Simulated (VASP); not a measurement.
# H4O (Immm) in VASP: single point with PBE

Aim: the single point of H4O with PBE.

Program: VASP 6.6.1. These are calculated values, not measurements. Logs are shortened: lines on timing, memory, paths and dates and some standing lists are left out, and cuts for length are marked.

## Step 1: The cell of the first run

The structure is orthorhombic, space group Immm (No. 71). Conventional cell: a = 2.701 Å, b = 4.472 Å, c = 5.163 Å, α = 90.00°, β = 90.00°, γ = 90.00°. Within 2.8 Å of O (site symmetry mmm) lie 12 H at 1.95 to 2.14 Å and 2 O at 2.70 Å. Within 2.3 Å of H (site symmetry m) lie 5 H at 1.57 to 2.24 Å and 3 O at 1.95 to 2.14 Å.

## Step 2: Single point, PBE

File INCAR:

```
SYSTEM = H4O
PREC     = Accurate       ! precision mode
ENCUT    = 520            ! plane-wave cutoff, eV
EDIFF    = 1E-7           ! SCF threshold, eV
ISMEAR   = -1             ! smearing method
SIGMA    = 0.1            ! smearing width, eV
LREAL    = .FALSE.        ! projectors in reciprocal space
LASPH    = .TRUE.         ! aspherical terms in the spheres
NELM     = 100            ! most SCF steps
ALGO     = Normal         ! electronic algorithm
ISIF     = 2              ! what is computed and relaxed
LWAVE    = .FALSE.        ! write WAVECAR
LCHARG   = .FALSE.        ! write CHGCAR
GGA      = PE             ! functional
NBANDS   = 13             ! bands
```

File KPOINTS:

```
regular mesh
0
G
  8 8 8
  0 0 0
```

File POSCAR:

```
H4O
1.0
    0.0000000000      0.0000000000      2.7012280000
    2.2357540000     -2.5812900000      1.3506140000
    2.2357540000      2.5812900000     -1.3506140000
O H
1 4
Direct
    0.0000000000      0.0000000000      0.0000000000
    0.3455000000      0.8296000000      0.5206000000
    0.6545000000      0.1704000000      0.4794000000
    0.6545000000      0.5206000000      0.8296000000
    0.3455000000      0.4794000000      0.1704000000
```

Potentials or basis: VASP PAW PBE potentials, release 64 (O, H).

The run is started by

```console
$ cat potpaw_PBE.64/O/POTCAR potpaw_PBE.64/H/POTCAR > POTCAR
$ mpirun -np 1 vasp_std > vasp.out
```

OUTCAR:

```text
SYSTEM = H4O
   PREC = Accurate
   ENCUT = 520
   EDIFF = 1E-7
   ISMEAR = -1
   LREAL = .FALSE.
   LASPH = .TRUE.
   NELM = 100
   ISIF = 2
   GGA = PE

 ion  position               nearest neighbor table
   1  0.000  0.000  0.000-
   2  0.346  0.830  0.521-
   3  0.654  0.170  0.479-
   4  0.654  0.521  0.830-
   5  0.346  0.479  0.170-

  LATTYP: Found a body centered orthorhombic cell.
 ALAT       =     2.7012280000
 B/A-ratio  =     1.6553611913
 C/A-ratio  =     1.9111974258

  Lattice vectors:

 A1 = (   2.2357540000,  -2.5812900000,   1.3506140000)
 A2 = (  -2.2357540000,  -2.5812900000,  -1.3506140000)
 A3 = (   2.2357540000,   2.5812900000,  -1.3506140000)

Analysis of symmetry for initial positions (statically):
=====================================================================
 Subroutine PRICEL returns:
 Original cell was already a primitive cell.

 Routine SETGRP: Setting up the symmetry group for a
 body centered orthorhombic supercell.

 Subroutine GETGRP returns: Found  8 space group operations
 (whereof  8 operations were pure point group operations)
 out of a pool of  8 trial point group operations.

The static configuration has the point symmetry D_2h.

Analysis of symmetry for dynamics (positions and initial velocities):
=====================================================================
 Subroutine PRICEL returns:
 Original cell was already a primitive cell.

 Routine SETGRP: Setting up the symmetry group for a
 body centered orthorhombic supercell.

 Subroutine GETGRP returns: Found  8 space group operations
 (whereof  8 operations were pure point group operations)
 out of a pool of  8 trial point group operations.

The dynamic configuration has the point symmetry D_2h.

 Subroutine INISYM returns: Found  8 space group operations
 (whereof  8 operations are pure point group operations),
 and found     1 'primitive' translations

----------------------------------------------------------------------------------------

                                     Primitive cell

  volume of cell :      31.1783

  direct lattice vectors                    reciprocal lattice vectors
     0.000000000  0.000000000  2.701228000     0.000000000  0.193701599  0.370201997
     2.235754000 -2.581290000  1.350614000     0.223638200 -0.193701599  0.000000000
     2.235754000  2.581290000 -1.350614000     0.223638200  0.193701599  0.000000000

  length of vectors
     2.701228000  3.672303390  3.672303390     0.417815543  0.295862052  0.295862052

  position of ions in fractional coordinates (direct lattice)
     0.000000000  0.000000000  0.000000000
     0.345500000  0.829600000  0.520600000
     0.654500000  0.170400000  0.479400000
     0.654500000  0.520600000  0.829600000
     0.345500000  0.479400000  0.170400000

  ion indices of the primitive-cell ions
   primitive index   ion index
                 1           1
                 2           2
                 3           3
                 4           4
                 5           5

----------------------------------------------------------------------------------------

 KPOINTS: regular mesh

Automatic generation of k-mesh.
 Grid dimensions read from file:
 generate k-points for:    8    8    8

 Generating k-lattice:

  Cartesian coordinates                     Fractional coordinates (reciprocal lattice)
     0.000000000  0.024212700  0.046275250     0.125000000  0.000000000 -0.000000000
     0.027954775 -0.024212700  0.000000000     0.000000000  0.125000000  0.000000000
     0.027954775  0.024212700  0.000000000     0.000000000  0.000000000  0.125000000

  Length of vectors
     0.052226943  0.036982757  0.036982757

  Shift w.r.t. Gamma in fractional coordinates (k-lattice)
     0.000000000  0.000000000  0.000000000

 Subroutine IBZKPT returns following result:
 ===========================================

 Found     95 irreducible k-points:

 Following reciprocal coordinates:
            Coordinates               Weight
  0.000000  0.000000  0.000000      1.000000
  0.125000  0.000000  0.000000      4.000000
  0.250000  0.000000  0.000000      4.000000
  0.375000 -0.000000  0.000000      4.000000
  0.500000  0.000000  0.000000      2.000000
  0.000000  0.125000 -0.000000      4.000000
[... 16 lines left out ...]
  0.125000  0.375000  0.000000      8.000000
  0.250000  0.375000  0.000000      8.000000
 [... further k-points ...]
   k-points           NKPTS =     95   k-points in BZ     NKDIM =     95   number of bands    NBANDS=     13
   number of dos      NEDOS =    301   number of ions     NIONS =      5
   total plane-waves  NPLWV =  15680
   dimension x,y,z NGX =    20 NGY =   28 NGZ =   28
   dimension x,y,z NGXF=    40 NGYF=   56 NGZF=   56
   ions per type =               1   4
   NGX,Y,Z   is equivalent  to a cutoff of  12.31, 12.68, 12.68 a.u.
   NGXF,Y,Z  is equivalent  to a cutoff of  24.62, 25.35, 25.35 a.u.
 SYSTEM =  H4O
   PREC   = accura    normal or accurate (medium, high low for compatibility)
   ISTART =      0    job   : 0-new  1-cont  2-samecut
   ICHARG =      2    charge: 1-file 2-atom 10-const
   ISPIN  =      1    spin polarized calculation?
   LNONCOLLINEAR =      F non collinear calculations
   LSORBIT =      F    spin-orbit coupling
   LASPH  =      T    aspherical Exc in radial PAW
   ENCUT  =  520.0 eV  38.22 Ry    6.18 a.u.   5.02  6.83  6.83*2*pi/ulx,y,z
   NELM   =    100;   NELMIN=  2; NELMDL= -5     # of ELM steps
   EDIFF  = 0.1E-06   stopping-criterion for ELM
   LREAL  =      F    real-space projection
   EDIFFG = 0.1E-05   stopping-criterion for IOM
   NSW    =      0    number of steps for IOM
   IBRION =     -1    ionic relax: 0-MD 1-quasi-New 2-CG
   NFREE  =      0    steps in history (QN), initial steepest desc. (CG)
   ISIF   =      2    stress and relaxation
   ISYM   =      2    0-nonsym 1-usesym 2-fastsym
   POTIM  = 0.5000    time-step for ionic-motion
   TEBEG  =    0.0;   TEEND  =   0.0 temperature during run
   PSTRESS=    0.0 pullay stress
   NELECT =      10.0000    total number of electrons
   NUPDOWN=      -1.0000    fix difference up-down
   EMIN   =  10.00;   EMAX   =-10.00  energy-range for DOS
   EFERMI =   0.00;   METHOD = LEGACY
   ISMEAR =    -1;   SIGMA  =   0.10  broadening in eV -4-tet -1-fermi 0-gaus
   EFERMI_NEDOS =   21; number of points for ismear=-14 and -15
   IALGO  =     38    algorithm
   IMIX   =      4    mixing-type and parameters
     AMIX     =   0.40;   BMIX     =  1.00
     AMIX_MAG =   1.60;   BMIX_MAG =  1.00
  volume/ion in A,a.u.               =       6.24        42.08
  Fermi-wavevector in a.u.,A,eV,Ry     =   1.120618  2.117660 17.085979  1.255784
  Thomas-Fermi vector in A             =   2.257265
   LORBIT       =      0    0 simple, 1 ext, 2 COOP (PROOUT), +10 PAW based schemes
   GGA     = PE    functional components
   LHFCALC =     F    Hartree Fock is set to
   AEXX    =    0.0000 exact exchange contribution
   IVDW    =     0    specifies the selected vdW correction
   LEPSILON=     F    determine dielectric tensor
   LRPA    =     F    only Hartree local field effects (RPA)
 non-spin polarized calculation
  energy-cutoff  :      520.00
  volume of cell :       31.18
 maximum number of plane-waves:       852
   NGX =  9   NGY = 13   NGZ = 13

 number of electron      10.0000001 magnetization

 Free energy of the ion-electron system (eV)
  ---------------------------------------------------
  ext. energy  EPLUGINS =         0.00000000
  ---------------------------------------------------
  free energy    TOTEN  =       -12.47904058 eV

  energy without entropy =      -12.45523844  energy(sigma->0) =      -12.46713951

 E-fermi :  -0.4661     XC(G=0):  -9.4016

 val. band max:       -0.5116062768   @ k =   0.2500  -0.1250   0.1250
 cond. band min:      -0.4531642018   @ k =  -0.3750   0.1250   0.0000
 fundamental gap:      0.0584420750
 Fermi energy:        -0.4660521793

 k-point     1 :       0.0000    0.0000    0.0000
  band No.  band energies     occupation
      1     -18.0456      2.00000
      2      -6.8711      2.00000
      3      -3.2901      2.00000
      4      -3.1708      2.00000
      5      -0.7388      1.87720
      6      -0.1037      0.05201
      7       3.5397      0.00000
      8       3.7435      0.00000
      9      12.6684      0.00000
     10      14.9403      0.00000
     11      16.2679      0.00000
     12      18.4470      0.00000
     13      18.7229      0.00000

 k-point     2 :       0.1250    0.0000    0.0000
  band No.  band energies     occupation
      1     -17.9086      2.00000
      2      -6.9075      2.00000
      3      -3.2523      2.00000
      4      -3.0627      2.00000
      5      -1.0015      1.99059
      6       0.3456      0.00060
      7       3.1263      0.00000
      8       3.5218      0.00000
      9      12.4421      0.00000
     10      13.5501      0.00000
     11      15.4247      0.00000
     12      16.8071      0.00000
     13      18.0182      0.00000

 k-point     3 :       0.2500    0.0000    0.0000
  band No.  band energies     occupation
      1     -17.5591      2.00000
      2      -6.9581      2.00000
      3      -3.2436      2.00000
      4      -2.7139      2.00000
      5      -1.3704      1.99976
      6       0.8659      0.00000
      7       2.1142      0.00000
      8       3.4227      0.00000
      9       9.8144      0.00000
     10      12.3824      0.00000
     11      15.6729      0.00000
     12      16.6798      0.00000
     13      17.5455      0.00000
[... 305 lines left out ...]
 k-point    23 :       0.1250    0.3750    0.0000
  band No.  band energies     occupation
      1     -17.6925      2.00000
      2      -7.7672      2.00000
      3      -4.0048      2.00000
      4      -2.3513      2.00000
      5      -1.0827      1.99581
      6       0.4980      0.00013
      7       2.5647      0.00000
      8       4.5172      0.00000
      9      12.5220      0.00000
     10      14.7899      0.00000
     11      16.4657      0.00000
     12      18.1158      0.00000
     13      18.2679      0.00000

 k-point    24 :       0.2500    0.3750    0.0000
  band No.  band energies     occupation
      1     -17.4627      2.00000
      2      -6.9094      2.00000
      3      -4.3240      2.00000
      4      -2.7634      2.00000
      5      -1.4624      1.99991
      6       1.0175      0.00000
      7       2.3105      0.00000
      8       4.3012      0.00000
      9      10.7086      0.00000
     10      13.4402      0.00000
     11      14.8607      0.00000
     12      17.2009      0.00000
     13      18.1972      0.00000

 [... further k-points ...]

------------------------ aborting loop because EDIFF is reached ----------------------------------------

  FORCE on cell =-STRESS in cart. coord.  units (eV):
  Direction    XX          YY          ZZ          XY          YZ          ZX
  --------------------------------------------------------------------------------------
  -------------------------------------------------------------------------------------
  Total       -6.3320470     -7.7699488      0.3399505      0.0000000      0.0000000      0.0000000
  in kB     -325.3888434   -399.2791991     17.4692471      0.0000000      0.0000000      0.0000000
  external PRESSURE =    -235.7329318 kB  Pullay stress =       0.0000000 kB

 VOLUME and BASIS-vectors are now :
 -----------------------------------------------------------------------------
  energy-cutoff  :      520.00
  volume of cell :       31.18
      direct lattice vectors                 reciprocal lattice vectors
     0.000000000  0.000000000  2.701228000     0.000000000  0.193701599  0.370201997
     2.235754000 -2.581290000  1.350614000     0.223638200 -0.193701599  0.000000000
     2.235754000  2.581290000 -1.350614000     0.223638200  0.193701599  0.000000000

 POSITION                                       TOTAL-FORCE (eV/Angst)
 -----------------------------------------------------------------------------------
      0.00000      0.00000      0.00000         0.000000      0.000000     -0.000000
      3.01872     -0.79762      1.35061        -0.983165      0.373635      0.000000
      1.45279      0.79762      1.35061         0.983165     -0.373635     -0.000000
      3.01872      0.79762      1.35061        -0.983165     -0.373635     -0.000000
      1.45279     -0.79762      1.35061         0.983165      0.373635      0.000000
 -----------------------------------------------------------------------------------
    total drift:                               -0.000000     -0.000000     -0.000000

  FREE ENERGIE OF THE ION-ELECTRON SYSTEM (eV)
  ---------------------------------------------------
  free  energy   TOTEN  =       -12.4790405833 eV

  energy  without entropy=      -12.4552384415  energy(sigma->0) =      -12.46713951
```

It took 24 s on 1 thread of AMD EPYC 7R13 (Zen 3), shared host; peak memory 0.13 GiB.

What came out:

```yaml
Free_energy: -12.4790 eV
Pressure: -23.6 GPa
Largest_force: 1.052 eV/Å
Band_gap_on_the_k_mesh: zero (bands 5 and 6 overlap by 0.09 eV)
```

Forces in eV/Å, atoms in the order of the input:
```
O    0.000  0.000  0.000
H   -0.983  0.374  0.000
H    0.983 -0.374  0.000
H   -0.983 -0.374  0.000
H    0.983  0.374  0.000
```

Stress tensor (GPa, compression positive):
```
-32.54   0.00   0.00
  0.00 -39.93   0.00
  0.00   0.00   1.75
```

Levels at points of the mesh, in eV from the Fermi level:
```
           k point  band 3  band 4  band 5  band 6  band 7  band 8
(0.00, 0.00, 0.00)   -2.82   -2.70   -0.27    0.36    4.01    4.21
(0.50, 0.00, 0.00)   -2.50   -2.25   -0.09    0.29    0.56    5.35
(0.00, 0.50, 0.00)   -2.73   -2.33   -0.35    0.60    2.89    5.41
(0.50, 0.50, 0.00)   -4.19   -3.77   -2.09    3.07    3.07    3.10
(0.00, 0.50, 0.50)   -5.78   -3.79   -0.44    2.30    2.59    9.85
```

Caveat: the cell stands under tension; forces of over 1 eV/Å act on the atoms, so gaps and moduli don't describe the material at rest.
